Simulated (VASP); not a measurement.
# MgO (P1) in VASP: relaxation of cell and atoms with PBE

Aim: the relaxation of cell and atoms of MgO with PBE.

All numbers are computed with VASP 6.6.1; they aren't measurements. Logs are shortened: lines on timing, memory, paths and dates and some standing lists are left out, and cuts for length are marked.

## Step 1: The cell of the first run

The typed cell holds 2 atoms: a = 3.049 Å, b = 3.044 Å, c = 2.575 Å, α = 84.07°, β = 83.80°, γ = 115.83°.

## Step 2: Relaxation of cell and atoms, PBE

File INCAR:

```
SYSTEM = MgO
ALGO = Normal
EDIFF = 1E-7
EDIFFG = -0.01
ENCUT = 600
GGA = PE
IBRION = 2
ISIF = 3
ISMEAR = 0
LASPH = .True.
LCHARG = .False.
LREAL = .False.
LWAVE = .False.
NELM = 60
NSW = 100
PREC = Accurate
SIGMA = 0.05
```

File KPOINTS:

```
k-points
0
Gamma
  12 12 8
  0 0 0
```

File POSCAR:

```
MgO
1.0
    3.0431267285      0.1059882601      0.1540856972
   -1.4297748386      2.6833614959      0.1471496019
    0.1405567147      0.2361454717      2.5603594135
Mg O
1 1
Direct
   -0.0395641433     -0.0504680440     -0.0380696811
    0.3728974767      0.7171347107      0.5380696811
```

Potentials or basis: VASP PAW PBE potentials, release 64 (Mg, O).

On the command line:

```console
$ cat potpaw_PBE.64/Mg/POTCAR potpaw_PBE.64/O/POTCAR > POTCAR
$ mpirun -np 1 vasp_std > vasp.out
```

OUTCAR:

```text
SYSTEM = MgO
   EDIFF = 1E-7
   EDIFFG = -0.01
   ENCUT = 600
   GGA = PE
   IBRION = 2
   ISIF = 3
   ISMEAR = 0
   LASPH = .True.
   LREAL = .False.
   NELM = 60
   NSW = 100
   PREC = Accurate

 ion  position               nearest neighbor table
   1  0.960  0.950  0.962-   2 1.98   2 2.00   2 2.09   2 2.20   2 2.29   2 2.79
   2  0.373  0.717  0.538-   1 1.98   1 2.00   1 2.09   1 2.20   1 2.29   1 2.79

  LATTYP: Found a triclinic cell.
 ALAT       =     3.7786755684
 B/A-ratio  =     1.3661769655
 C/A-ratio  =     0.6814729749
 COS(alpha) =     0.0028450463
 COS(beta)  =     0.5982841663
 COS(gamma) =     0.6842773567

  Lattice vectors:

 A1 = (   1.5703315533,  -2.4472160242,   2.4132098116)
 A2 = (   4.4729015671,  -2.5773732358,   0.0069360953)
 A3 = (   0.1405567147,   0.2361454717,   2.5603594135)

Analysis of symmetry for initial positions (statically):
=====================================================================
 Subroutine PRICEL returns:
 Original cell was already a primitive cell.

 Routine SETGRP: Setting up the symmetry group for a
 triclinic supercell.

 Subroutine GETGRP returns: Found  1 space group operations
 (whereof  1 operations were pure point group operations)
 out of a pool of  2 trial point group operations.

The static configuration has the point symmetry C_1 .

Analysis of symmetry for dynamics (positions and initial velocities):
=====================================================================
 Subroutine PRICEL returns:
 Original cell was already a primitive cell.

 Routine SETGRP: Setting up the symmetry group for a
 triclinic supercell.

 Subroutine GETGRP returns: Found  1 space group operations
 (whereof  1 operations were pure point group operations)
 out of a pool of  2 trial point group operations.

The dynamic configuration has the point symmetry C_1 .

 Subroutine INISYM returns: Found  1 space group operations
 (whereof  1 operations are pure point group operations),
 and found     1 'primitive' translations

----------------------------------------------------------------------------------------

                                     Primitive cell

  volume of cell :      21.0817

  direct lattice vectors                    reciprocal lattice vectors
     3.043126728  0.105988260  0.154085697     0.324244175  0.174626281 -0.033906139
    -1.429774839  2.683361496  0.147149602    -0.011146222  0.368558384 -0.033380750
     0.140556715  0.236145472  2.560359414    -0.018872830 -0.031691110  0.394529147

  length of vectors
     3.048868019  3.044066033  2.575065281     0.369835435  0.370234784  0.396249616

  position of ions in fractional coordinates (direct lattice)
     0.960435857  0.949531956  0.961930319
     0.372897477  0.717134711  0.538069681

  ion indices of the primitive-cell ions
   primitive index   ion index
                 1           1
                 2           2

----------------------------------------------------------------------------------------

 KPOINTS: k-points

Automatic generation of k-mesh.
 Grid dimensions read from file:
 generate k-points for:   12   12    8

 Generating k-lattice:

  Cartesian coordinates                     Fractional coordinates (reciprocal lattice)
     0.027020348  0.014552190 -0.002825512     0.083333333  0.000000000  0.000000000
    -0.000928852  0.030713199 -0.002781729    -0.000000000  0.083333333 -0.000000000
    -0.002359104 -0.003961389  0.049316143    -0.000000000  0.000000000  0.125000000

  Length of vectors
     0.030819620  0.030852899  0.049531202

  Shift w.r.t. Gamma in fractional coordinates (k-lattice)
     0.000000000  0.000000000  0.000000000

 Subroutine IBZKPT returns following result:
 ===========================================

 Found    580 irreducible k-points:

 Following reciprocal coordinates:
            Coordinates               Weight
  0.000000  0.000000  0.000000      1.000000
  0.083333 -0.000000  0.000000      2.000000
  0.166667 -0.000000 -0.000000      2.000000
  0.250000 -0.000000  0.000000      2.000000
  0.333333 -0.000000  0.000000      2.000000
  0.416667 -0.000000  0.000000      2.000000
[... 16 lines left out ...]
  0.250000  0.166667  0.000000      2.000000
  0.333333  0.166667  0.000000      2.000000
 [... further k-points ...]
   k-points           NKPTS =    580   k-points in BZ     NKDIM =    580   number of bands    NBANDS=      8
   number of dos      NEDOS =    301   number of ions     NIONS =      2
   total plane-waves  NPLWV =  13824
   dimension x,y,z NGX =    24 NGY =   24 NGZ =   24
   dimension x,y,z NGXF=    48 NGYF=   48 NGZF=   48
   ions per type =               1   1
   NGX,Y,Z   is equivalent  to a cutoff of  13.09, 13.11, 15.49 a.u.
   NGXF,Y,Z  is equivalent  to a cutoff of  26.17, 26.21, 30.99 a.u.
 SYSTEM =  MgO
   PREC   = accura    normal or accurate (medium, high low for compatibility)
   ISTART =      0    job   : 0-new  1-cont  2-samecut
   ICHARG =      2    charge: 1-file 2-atom 10-const
   ISPIN  =      1    spin polarized calculation?
   LNONCOLLINEAR =      F non collinear calculations
   LSORBIT =      F    spin-orbit coupling
   LASPH  =      T    aspherical Exc in radial PAW
   ENCUT  =  600.0 eV  44.10 Ry    6.64 a.u.   6.09  6.08  5.14*2*pi/ulx,y,z
   NELM   =     60;   NELMIN=  2; NELMDL= -5     # of ELM steps
   EDIFF  = 0.1E-06   stopping-criterion for ELM
   LREAL  =      F    real-space projection
   EDIFFG = -.1E-01   stopping-criterion for IOM
   NSW    =    100    number of steps for IOM
   IBRION =      2    ionic relax: 0-MD 1-quasi-New 2-CG
   NFREE  =      1    steps in history (QN), initial steepest desc. (CG)
   ISIF   =      3    stress and relaxation
   ISYM   =      2    0-nonsym 1-usesym 2-fastsym
   POTIM  = 0.5000    time-step for ionic-motion
   TEBEG  =    0.0;   TEEND  =   0.0 temperature during run
   PSTRESS=    0.0 pullay stress
   NELECT =       8.0000    total number of electrons
   NUPDOWN=      -1.0000    fix difference up-down
   EMIN   =  10.00;   EMAX   =-10.00  energy-range for DOS
   EFERMI =   0.00;   METHOD = LEGACY
   ISMEAR =     0;   SIGMA  =   0.05  broadening in eV -4-tet -1-fermi 0-gaus
   EFERMI_NEDOS =   21; number of points for ismear=-14 and -15
   IALGO  =     38    algorithm
   IMIX   =      4    mixing-type and parameters
     AMIX     =   0.40;   BMIX     =  1.00
     AMIX_MAG =   1.60;   BMIX_MAG =  1.00
  volume/ion in A,a.u.               =      10.54        71.13
  Fermi-wavevector in a.u.,A,eV,Ry     =   1.185231  2.239761 19.113081  1.404772
  Thomas-Fermi vector in A             =   2.321429
   LORBIT       =      0    0 simple, 1 ext, 2 COOP (PROOUT), +10 PAW based schemes
   GGA     = PE    functional components
   LHFCALC =     F    Hartree Fock is set to
   AEXX    =    0.0000 exact exchange contribution
   IVDW    =     0    specifies the selected vdW correction
   LEPSILON=     F    determine dielectric tensor
   LRPA    =     F    only Hartree local field effects (RPA)
 conjugate gradient relaxation of ions
 non-spin polarized calculation
 Gauss-broadening in eV      SIGMA  =   0.05
  energy-cutoff  :      600.00
  volume of cell :       21.08
 maximum number of plane-waves:       722
   NGX = 13   NGY = 13   NGZ = 11

--------------------------------------- Ionic step        1  -------------------------------------------

 number of electron       7.9999999 magnetization

 Free energy of the ion-electron system (eV)
  ---------------------------------------------------
  ext. energy  EPLUGINS =         0.00000000
  ---------------------------------------------------
  free energy    TOTEN  =       -10.98513829 eV

  energy without entropy =      -10.98513829  energy(sigma->0) =      -10.98513829

------------------------ aborting loop because EDIFF is reached ----------------------------------------

  FORCE on cell =-STRESS in cart. coord.  units (eV):
  Direction    XX          YY          ZZ          XY          YZ          ZX
  --------------------------------------------------------------------------------------
  -------------------------------------------------------------------------------------
  Total       -1.8290541     -1.3898129      4.5118890     -0.9926308      1.4030713     -0.4644754
  in kB     -139.0052905   -105.6236382    342.8966097    -75.4384103    106.6312572    -35.2994178
  external PRESSURE =      32.7558937 kB  Pullay stress =       0.0000000 kB
[... 89 lines left out ...]
  FREE ENERGIE OF THE ION-ELECTRON SYSTEM (eV)
  ---------------------------------------------------
  free  energy   TOTEN  =       -11.3012536600 eV

  energy  without entropy=      -11.3012536600  energy(sigma->0) =      -11.30125366

[... ionic steps 4 to 28 ...]

--------------------------------------- Ionic step       29  -------------------------------------------

 number of electron       8.0000005 magnetization

------------------------ aborting loop because EDIFF is reached ----------------------------------------

  FORCE on cell =-STRESS in cart. coord.  units (eV):
  Direction    XX          YY          ZZ          XY          YZ          ZX
  --------------------------------------------------------------------------------------
  -------------------------------------------------------------------------------------
  Total       -0.0077438     -0.0244987     -0.0157020      0.0023779     -0.0056092     -0.0023470
  in kB       -0.6509563     -2.0594039     -1.3199377      0.1998868     -0.4715148     -0.1972943
  external PRESSURE =      -1.3434326 kB  Pullay stress =       0.0000000 kB
[... 57 lines left out ...]
  energy  without entropy=      -11.9058627077  energy(sigma->0) =      -11.90586271

--------------------------------------- Ionic step       31  -------------------------------------------

 number of electron       8.0000005 magnetization

 Free energy of the ion-electron system (eV)
  ---------------------------------------------------
  ext. energy  EPLUGINS =         0.00000000
  ---------------------------------------------------
  free energy    TOTEN  =       -11.90587425 eV

  energy without entropy =      -11.90587425  energy(sigma->0) =      -11.90587425

 E-fermi :   3.2771     XC(G=0): -10.9866

 val. band max:        3.0677119568   @ k =   0.0000   0.0000   0.0000
 cond. band min:       7.5810795451   @ k =   0.0000   0.0000   0.0000
 fundamental gap:      4.5133675882
 Fermi energy:         3.2770743705

 k-point     1 :       0.0000    0.0000    0.0000
  band No.  band energies     occupation
      1     -14.1237      2.00000
      2       3.0117      2.00000
      3       3.0350      2.00000
      4       3.0677      2.00000
      5       7.5811      0.00000
      6      18.6714      0.00000
      7      18.6804      0.00000
      8      18.8523      0.00000
[... 243 lines left out ...]
 k-point    24 :       0.3333    0.1667    0.0000
  band No.  band energies     occupation
      1     -12.8410      2.00000
      2      -1.0635      2.00000
      3       1.6254      2.00000
      4       2.2589      2.00000
      5      11.9295      0.00000
      6      15.0139      0.00000
      7      17.0774      0.00000
      8      19.9278      0.00000

 [... further k-points ...]

------------------------ aborting loop because EDIFF is reached ----------------------------------------

  FORCE on cell =-STRESS in cart. coord.  units (eV):
  Direction    XX          YY          ZZ          XY          YZ          ZX
  --------------------------------------------------------------------------------------
  -------------------------------------------------------------------------------------
  Total       -0.0009806     -0.0071813     -0.0020862     -0.0007239     -0.0002289     -0.0007218
  in kB       -0.0824867     -0.6040545     -0.1754839     -0.0608885     -0.0192534     -0.0607100
  external PRESSURE =      -0.2873417 kB  Pullay stress =       0.0000000 kB
[... 17 lines left out ...]
  FREE ENERGIE OF THE ION-ELECTRON SYSTEM (eV)
  ---------------------------------------------------
  free  energy   TOTEN  =       -11.9058742546 eV

  energy  without entropy=      -11.9058742546  energy(sigma->0) =      -11.90587425

 reached required accuracy - stopping structural energy minimisation
```

Wall time 13 min (1 thread of AMD EPYC 9R45 (Zen 5), shared host); peak memory 0.25 GiB.

Results:

```yaml
Free_energy: -11.9059 eV
Relaxed_volume: 9.52 Å³/atom
Relaxed_cell: a = 3.000 Å, b = 2.993 Å, c = 2.984 Å, α = 60.40°, β = 89.76°, γ = 119.91°
Space_group_after_relaxing_to_0.1_Å: Fm-3m (No. 225)
Energy_gained_by_relaxing: 460.4 meV/atom
Ionic_steps: 31
Pressure_after_relaxing: 0.0 GPa
Band_gap_on_the_k_mesh: 4.51 eV
```

Forces in eV/Å, atoms in the order of the input:
```
Mg   0.001  0.001  0.002
O   -0.001 -0.001 -0.002
```

The path:
| step | energy change (eV) | largest force (eV/Å) | pressure (GPa) | volume (Å³) |
| --- | --- | --- | --- | --- |
| 1 | 0.0000 | 0.3762 | 3.28 | 21.08 |
| 2 | -0.3077 | 0.2715 | -3.97 | 21.56 |
| 3 | -0.3161 | 0.2316 | -3.32 | 21.51 |
| 4 | -0.4275 | 0.4204 | 0.09 | 20.91 |
| 5 | -0.5120 | 1.1212 | 7.57 | 19.97 |
| 6 | -0.5745 | 1.0736 | 6.40 | 20.07 |
| 7 | -0.6762 | 0.8610 | 3.42 | 20.26 |
| 8 | -0.7103 | 0.6136 | 0.87 | 20.51 |
| 9 | -0.7398 | 0.1571 | -3.98 | 21.12 |
| 10 | -0.7582 | 0.1223 | -2.46 | 20.79 |
| 11 | -0.7768 | 0.2110 | 0.83 | 20.15 |
| 12 | -0.7777 | 0.2606 | 1.83 | 19.97 |
| 13 | -0.7970 | 0.2811 | 1.03 | 19.89 |
| 14 | -0.8381 | 0.4830 | -0.60 | 19.58 |
| 15 | -0.7622 | 0.4443 | 4.70 | 18.73 |
| 16 | -0.8367 | 0.6381 | -0.40 | 19.45 |
| 17 | -0.8395 | 0.7214 | -0.19 | 19.28 |
| 18 | -0.8521 | 0.6602 | -0.31 | 19.23 |
| 19 | -0.8678 | 0.3327 | 0.47 | 19.04 |
| 20 | -0.8684 | 0.4243 | 0.13 | 19.08 |
| 21 | -0.8835 | 0.3622 | -0.05 | 19.08 |
| 22 | -0.9122 | 0.2100 | -0.31 | 19.09 |
| 23 | -0.9024 | 0.0753 | 0.25 | 19.08 |
| 24 | -0.9185 | 0.1229 | -0.27 | 19.09 |
| 25 | -0.9185 | 0.1269 | -0.28 | 19.09 |
| 26 | -0.9194 | 0.1007 | -0.15 | 19.07 |
| 27 | -0.9206 | 0.0206 | 0.27 | 19.01 |
| 28 | -0.9207 | 0.0109 | 0.01 | 19.04 |
| 29 | -0.9207 | 0.0054 | -0.13 | 19.06 |
| 30 | -0.9207 | 0.0059 | -0.12 | 19.06 |
| 31 | -0.9207 | 0.0025 | -0.03 | 19.05 |

Final structure:
```cif
data_structure
_symmetry_space_group_name_H-M 'P 1'
_symmetry_Int_Tables_number 1
_cell_length_a 3.0002
_cell_length_b 2.9925
_cell_length_c 2.9844
_cell_angle_alpha 60.404
_cell_angle_beta 89.758
_cell_angle_gamma 119.908
_cell_volume 19.05
loop_
_atom_site_label
_atom_site_type_symbol
_atom_site_fract_x
_atom_site_fract_y
_atom_site_fract_z
_atom_site_occupancy
Mg1 Mg 0.91662 0.83331 0.99994 1
O1 O 0.41672 0.83336 0.50006 1
```

Caveat: a cell axis changed by over 15 % at a fixed basis, so the end point is rough.
